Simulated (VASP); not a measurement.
# AlN in VASP: a series of runs

AlN is run at these levels: r2SCAN; tasks: single point, relaxation of cell and atoms.

All numbers are computed with VASP 6.6.1; they aren't measurements. Logs are shortened: lines on timing, memory, paths and dates and some standing lists are left out, and cuts for length are marked.

## Step 1: The cell of the first run

The structure is cubic, space group F-43m (No. 216). The conventional cell has a = 4.370 Å, b = 4.370 Å, c = 4.370 Å, α = 90.00°, β = 90.00°, γ = 90.00°. Al (site symmetry -43m) has 4 N at 1.89 Å within 2.5 Å. N (site symmetry -43m) has 4 Al at 1.89 Å within 2.5 Å.

## Step 2: Single point, r2SCAN

Input file POSCAR:

```
AlN
1.0
    2.1848998483      2.1848998483      0.0000000000
   -2.1848998483      2.1848998483      0.0000000000
    0.0000000000      2.1848998483      2.1848998483
Al N
1 1
Direct
    0.0000000000      0.0000000000      0.0000000000
    0.2500000000      0.7500000000      0.5000000000
```

Input file INCAR.step1:

```
  ALGO = Normal
  EDIFF = 1E-4
  ENCUT = 520
  GGA = PE
  ISMEAR = -1
  LASPH = T
  LCHARG = F
  LREAL = F
  LWAVE = T
  NBANDS = 11
  NELM = 60
  PREC = Accurate
  SIGMA = 0.1
```

Input file INCAR.step2:

```
  ALGO = Normal
  EDIFF = 1E-6
  ENCUT = 520
  ISIF = 2
  ISMEAR = -1
  ISTART = 1
  LASPH = T
  LCHARG = F
  LMIXTAU = T
  LREAL = F
  LWAVE = F
  METAGGA = R2SCAN
  NBANDS = 11
  NELM = 60
  PREC = Accurate
  SIGMA = 0.1
```

Input file KPOINTS:

```
k-points
0
Gamma
  14 14 14
```

Potentials or basis: VASP PAW PBE potentials, release 64 (Al, N).

On the command line:

```console
> cat potpaw_PBE.64/Al/POTCAR potpaw_PBE.64/N/POTCAR > POTCAR
> cp INCAR.step1 INCAR
> mpirun -np 1 vasp_std > vasp.out
> cp INCAR.step2 INCAR
> mpirun -np 1 vasp_std > vasp.out
```

OUTCAR:

```text
EDIFF = 1E-6
   ENCUT = 520
   ISIF = 2
   ISMEAR = -1
   ISTART = 1
   LASPH = T
   LREAL = F
   METAGGA = R2SCAN
   NELM = 60
   PREC = Accurate

 ion  position               nearest neighbor table
   1  0.000  0.000  0.000-   2 1.89   2 1.89   2 1.89   2 1.89
   2  0.250  0.750  0.500-   1 1.89   1 1.89   1 1.89   1 1.89

  LATTYP: Found a face centered cubic cell.
 ALAT       =     4.3697996966

  Lattice vectors:

 A1 = (   0.0000000000,   2.1848998483,   2.1848998483)
 A2 = (   2.1848998483,   0.0000000000,   2.1848998483)
 A3 = (   2.1848998483,   2.1848998483,   0.0000000000)

Analysis of symmetry for initial positions (statically):
=====================================================================
 Subroutine PRICEL returns:
 Original cell was already a primitive cell.

 Routine SETGRP: Setting up the symmetry group for a
 face centered cubic supercell.

 Subroutine GETGRP returns: Found 24 space group operations
 (whereof 24 operations were pure point group operations)
 out of a pool of 48 trial point group operations.

The static configuration has the point symmetry T_d .

Analysis of symmetry for dynamics (positions and initial velocities):
=====================================================================
 Subroutine PRICEL returns:
 Original cell was already a primitive cell.

 Routine SETGRP: Setting up the symmetry group for a
 face centered cubic supercell.

 Subroutine GETGRP returns: Found 24 space group operations
 (whereof 24 operations were pure point group operations)
 out of a pool of 48 trial point group operations.

The dynamic configuration has the point symmetry T_d .

 Subroutine INISYM returns: Found 24 space group operations
 (whereof 24 operations are pure point group operations),
 and found     1 'primitive' translations

----------------------------------------------------------------------------------------

                                     Primitive cell

  volume of cell :      20.8605

  direct lattice vectors                    reciprocal lattice vectors
     2.184899848  2.184899848  0.000000000     0.228843441  0.228843441 -0.228843441
    -2.184899848  2.184899848  0.000000000    -0.228843441  0.228843441 -0.228843441
     0.000000000  2.184899848  2.184899848     0.000000000  0.000000000  0.457686882

  length of vectors
     3.089914998  3.089914998  3.089914998     0.396368467  0.396368467  0.457686882

  position of ions in fractional coordinates (direct lattice)
     0.000000000  0.000000000  0.000000000
     0.250000000  0.750000000  0.500000000

  ion indices of the primitive-cell ions
   primitive index   ion index
                 1           1
                 2           2

----------------------------------------------------------------------------------------

 KPOINTS: k-points

Automatic generation of k-mesh.
 Grid dimensions read from file:
 generate k-points for:   14   14   14

 Generating k-lattice:

  Cartesian coordinates                     Fractional coordinates (reciprocal lattice)
     0.016345960  0.016345960 -0.016345960     0.071428571  0.000000000  0.000000000
    -0.016345960  0.016345960 -0.016345960     0.000000000  0.071428571  0.000000000
     0.000000000  0.000000000  0.032691920     0.000000000  0.000000000  0.071428571

  Length of vectors
     0.028312033  0.028312033  0.032691920

  Shift w.r.t. Gamma in fractional coordinates (k-lattice)
     0.000000000  0.000000000  0.000000000

 Subroutine IBZKPT returns following result:
 ===========================================

 Found    104 irreducible k-points:

 Following reciprocal coordinates:
            Coordinates               Weight
  0.000000  0.000000  0.000000      1.000000
  0.071429  0.000000  0.000000      8.000000
  0.142857  0.000000  0.000000      8.000000
  0.214286  0.000000  0.000000      8.000000
  0.285714  0.000000  0.000000      8.000000
  0.357143  0.000000  0.000000      8.000000
[... 16 lines left out ...]
  0.214286  0.142857  0.000000     24.000000
  0.285714  0.142857  0.000000     24.000000
 [... further k-points ...]
   k-points           NKPTS =    104   k-points in BZ     NKDIM =    104   number of bands    NBANDS=     11
   number of dos      NEDOS =    301   number of ions     NIONS =      2
   total plane-waves  NPLWV =  13824
   dimension x,y,z NGX =    24 NGY =   24 NGZ =   24
   dimension x,y,z NGXF=    48 NGYF=   48 NGZF=   48
   ions per type =               1   1
   NGX,Y,Z   is equivalent  to a cutoff of  12.91, 12.91, 12.91 a.u.
   NGXF,Y,Z  is equivalent  to a cutoff of  25.83, 25.83, 25.83 a.u.
 SYSTEM =  unknown system
   PREC   = accura    normal or accurate (medium, high low for compatibility)
   ISTART =      1    job   : 0-new  1-cont  2-samecut
   ICHARG =      0    charge: 1-file 2-atom 10-const
   ISPIN  =      1    spin polarized calculation?
   LNONCOLLINEAR =      F non collinear calculations
   LSORBIT =      F    spin-orbit coupling
   LASPH  =      T    aspherical Exc in radial PAW
   ENCUT  =  520.0 eV  38.22 Ry    6.18 a.u.   5.75  5.75  5.75*2*pi/ulx,y,z
   NELM   =     60;   NELMIN=  2; NELMDL=  0     # of ELM steps
   EDIFF  = 0.1E-05   stopping-criterion for ELM
   LREAL  =      F    real-space projection
   EDIFFG = 0.1E-04   stopping-criterion for IOM
   NSW    =      0    number of steps for IOM
   IBRION =     -1    ionic relax: 0-MD 1-quasi-New 2-CG
   NFREE  =      0    steps in history (QN), initial steepest desc. (CG)
   ISIF   =      2    stress and relaxation
   ISYM   =      2    0-nonsym 1-usesym 2-fastsym
   POTIM  = 0.5000    time-step for ionic-motion
   TEBEG  =    0.0;   TEEND  =   0.0 temperature during run
   PSTRESS=    0.0 pullay stress
   NELECT =       8.0000    total number of electrons
   NUPDOWN=      -1.0000    fix difference up-down
   EMIN   =  10.00;   EMAX   =-10.00  energy-range for DOS
   EFERMI =   0.00;   METHOD = LEGACY
   ISMEAR =    -1;   SIGMA  =   0.10  broadening in eV -4-tet -1-fermi 0-gaus
   EFERMI_NEDOS =   21; number of points for ismear=-14 and -15
   IALGO  =     38    algorithm
   IMIX   =      4    mixing-type and parameters
     AMIX     =   0.40;   BMIX     =  1.00
     AMIX_MAG =   1.60;   BMIX_MAG =  1.00
  volume/ion in A,a.u.               =      10.43        70.39
  Fermi-wavevector in a.u.,A,eV,Ry     =   1.189406  2.247651 19.247966  1.414686
  Thomas-Fermi vector in A             =   2.325514
   LORBIT       =      0    0 simple, 1 ext, 2 COOP (PROOUT), +10 PAW based schemes
   METAGGA = R2SCAN    functional components
   LHFCALC =     F    Hartree Fock is set to
   AEXX    =    0.0000 exact exchange contribution
   IVDW    =     0    specifies the selected vdW correction
   LEPSILON=     F    determine dielectric tensor
   LRPA    =     F    only Hartree local field effects (RPA)
 non-spin polarized calculation
  energy-cutoff  :      520.00
  volume of cell :       20.86
 maximum number of plane-waves:       588
   NGX = 11   NGY = 11   NGZ = 11

 number of electron       8.0000000 magnetization

 Free energy of the ion-electron system (eV)
  ---------------------------------------------------
  ext. energy  EPLUGINS =         0.00000000
  ---------------------------------------------------
  free energy    TOTEN  =       -19.17971017 eV

  energy without entropy =      -19.17971017  energy(sigma->0) =      -19.17971017

 E-fermi :   7.7597     XC(G=0): -11.4128

 val. band max:        5.6814422575   @ k =   0.0000   0.0000   0.0000
 cond. band min:       9.6152441653   @ k =   0.5000   0.5000   0.0000
 fundamental gap:      3.9338019078
 Fermi energy:         7.7596789390

 k-point     1 :       0.0000    0.0000    0.0000
  band No.  band energies     occupation
      1     -10.0530      2.00000
      2       5.6814      2.00000
      3       5.6814      2.00000
      4       5.6814      2.00000
      5      10.5622      0.00000
      6      19.1900      0.00000
      7      19.1900      0.00000
      8      19.1900      0.00000
      9      24.2055      0.00000
     10      24.2055      0.00000
     11      25.9153      0.00000

 k-point     2 :       0.0714    0.0000    0.0000
  band No.  band energies     occupation
      1      -9.9778      2.00000
      2       5.2444      2.00000
      3       5.6544      2.00000
      4       5.6544      2.00000
      5      10.9281      0.00000
      6      18.9864      0.00000
      7      19.2727      0.00000
      8      19.2727      0.00000
      9      23.3818      0.00000
     10      23.3818      0.00000
     11      25.4243      0.00000

 k-point     3 :       0.1429    0.0000    0.0000
  band No.  band energies     occupation
      1      -9.7582      2.00000
      2       4.2265      2.00000
      3       5.5803      2.00000
      4       5.5803      2.00000
      5      11.7220      0.00000
      6      18.4901      0.00000
      7      19.3763      0.00000
      8      19.3763      0.00000
      9      22.5495      0.00000
     10      22.5495      0.00000
     11      24.6726      0.00000

 k-point     4 :       0.2143    0.0000    0.0000
  band No.  band energies     occupation
      1      -9.4142      2.00000
      2       3.0114      2.00000
      3       5.4779      2.00000
      4       5.4779      2.00000
      5      12.5412      0.00000
      6      17.9037      0.00000
      7      19.1403      0.00000
      8      19.1403      0.00000
      9      22.5674      0.00000
     10      22.5674      0.00000
     11      24.1653      0.00000
[... 239 lines left out ...]
 k-point    22 :       0.1429    0.1429    0.0000
  band No.  band energies     occupation
      1      -9.3013      2.00000
      2       3.0309      2.00000
      3       4.7810      2.00000
      4       5.6080      2.00000
      5      12.9225      0.00000
      6      17.9237      0.00000
      7      18.3287      0.00000
      8      19.4593      0.00000
      9      20.9084      0.00000
     10      23.7601      0.00000
     11      27.1543      0.00000

 k-point    23 :       0.2143    0.1429    0.0000
  band No.  band energies     occupation
      1      -8.9149      2.00000
      2       2.1499      2.00000
      3       4.4152      2.00000
      4       5.5011      2.00000
      5      13.6291      0.00000
      6      17.0104      0.00000
      7      18.1609      0.00000
      8      19.0106      0.00000
      9      21.4989      0.00000
     10      24.7094      0.00000
     11      26.9696      0.00000

 k-point    24 :       0.2857    0.1429    0.0000
  band No.  band energies     occupation
      1      -8.4905      2.00000
      2       1.2507      2.00000
      3       4.2068      2.00000
      4       5.3435      2.00000
      5      14.1719      0.00000
      6      16.0281      0.00000
      7      18.3603      0.00000
      8      18.5709      0.00000
      9      22.6809      0.00000
     10      25.3687      0.00000
     11      27.0433      0.00000

 [... further k-points ...]
[... 5 lines left out ...]
  --------------------------------------------------------------------------------------
  -------------------------------------------------------------------------------------
  Total       -0.0511865     -0.0511865     -0.0511865     -0.0000000     -0.0000000     -0.0000000
  in kB       -3.9313505     -3.9313505     -3.9313505     -0.0000000     -0.0000000     -0.0000000
  external PRESSURE =      -3.9313505 kB  Pullay stress =       0.0000000 kB

 VOLUME and BASIS-vectors are now :
 -----------------------------------------------------------------------------
  energy-cutoff  :      520.00
  volume of cell :       20.86
      direct lattice vectors                 reciprocal lattice vectors
     2.184899848  2.184899848  0.000000000     0.228843441  0.228843441 -0.228843441
    -2.184899848  2.184899848  0.000000000    -0.228843441  0.228843441 -0.228843441
     0.000000000  2.184899848  2.184899848     0.000000000  0.000000000  0.457686882

 POSITION                                       TOTAL-FORCE (eV/Angst)
 -----------------------------------------------------------------------------------
      0.00000      0.00000      0.00000         0.000000      0.000000      0.000000
     -1.09245      3.27735      1.09245        -0.000000     -0.000000      0.000000
 -----------------------------------------------------------------------------------
    total drift:                                0.000000      0.000000      0.000000

  FREE ENERGIE OF THE ION-ELECTRON SYSTEM (eV)
  ---------------------------------------------------
  free  energy   TOTEN  =       -19.1797101730 eV

  energy  without entropy=      -19.1797101728  energy(sigma->0) =      -19.17971017
```

Wall time 66 s (1 thread of Intel Xeon 8259CL, shared host); peak memory 0.15 GiB.

What came out:

```yaml
Free_energy: -19.1797 eV
Pressure: -0.4 GPa
Band_gap_on_the_k_mesh: 3.93 eV (least direct gap 4.88 eV)
```

Levels at points of the mesh, in eV from the valence-band top:
```csv
k point,band 1,band 2,band 3,band 4,band 5,band 6,band 7,band 8
"(0.00, 0.00, 0.00)",-15.73,0.00,0.00,0.00,4.88,13.51,13.51,13.51
"(0.50, 0.00, 0.00)",-13.73,-5.89,-0.49,-0.49,8.20,10.82,11.94,11.94
"(0.50, 0.50, 0.00)",-13.10,-4.95,-1.81,-1.81,3.93,9.47,15.18,16.94
```

Caveat: the PAW data sets were made with another functional, which shifts forces and pressure a little. A k mesh can miss the band edges.

## Step 3: Single point, r2SCAN (in-plane strain +0.01)

Input file POSCAR:

```
AlN
1.0
    2.2067488468      2.2067488468      0.0000000000
   -2.2067488468      2.2067488468      0.0000000000
    0.0000000000      2.2067488468      2.1717904492
Al N
1 1
Direct
    0.0000000000      0.0000000000      0.0000000000
    0.2500000000      0.7500000000      0.5000000000
```

Input file INCAR.step1:

```
SYSTEM = AlN
PREC = Accurate
ENCUT = 520
ISMEAR = 0
SIGMA = 0.01
LREAL = .False.
LASPH = .True.
NELM = 60
NBANDS = 11
GGA = PE
ALGO = Normal
EDIFF = 1E-4
LWAVE = .True.
LCHARG = .False.
```

Input file INCAR.step2:

```
SYSTEM = AlN
PREC = Accurate
ENCUT = 520
EDIFF = 1E-6
ISMEAR = 0
SIGMA = 0.01
LREAL = .False.
LASPH = .True.
NELM = 60
ALGO = Normal
ISIF = 2
LWAVE = .False.
LCHARG = .False.
METAGGA = R2SCAN
LMIXTAU = .True.
NBANDS = 11
ISTART = 1
```

Input file KPOINTS:

```
regular mesh
0
Gamma
  10 10 10
  0 0 0
```

Potentials or basis: VASP PAW PBE potentials, release 64 (Al, N).

On the command line:

```console
> cat potpaw_PBE.64/Al/POTCAR potpaw_PBE.64/N/POTCAR > POTCAR
> cp INCAR.step1 INCAR
> mpirun -np 1 vasp_std > vasp.out
> cp INCAR.step2 INCAR
> mpirun -np 1 vasp_std > vasp.out
```

Run time: 83 s. Hardware: 1 thread of Intel Xeon 8259CL, shared host; peak memory 0.15 GiB.

It converged, with:

```
Free energy            : -19.1751 eV
Pressure               : -3.3 GPa
Band gap on the k mesh : 3.83 eV (least direct gap 4.71 eV)
```

Stress tensor (GPa, compression positive):
```
-4.01  0.00  0.00
 0.00 -4.01  0.00
 0.00  0.00 -1.76
```

Levels at points of the mesh, in eV from the valence-band top:
```
           k point  band 1  band 2  band 3  band 4  band 5  band 6  band 7  band 8
(0.00, 0.00, 0.00)  -15.70   -0.07   -0.07    0.00    4.71   13.31   13.33   13.33
(0.50, 0.00, 0.00)  -13.73   -5.88   -0.60   -0.46    8.01   10.67   11.65   11.96
(0.50, 0.50, 0.00)  -13.14   -5.00   -1.79   -1.79    3.90    9.42   14.84   16.51
(0.00, 0.00, 0.50)  -13.07   -4.85   -1.92   -1.92    3.83    9.17   15.14   16.63
```

Caveat: the cell differs from its parent crystal (in-plane strain +0.01); the cell stands under tension; the PAW data sets were made with another functional, which shifts forces and pressure a little. A k mesh can miss the band edges.

(Part 1 of 2 ends here.)
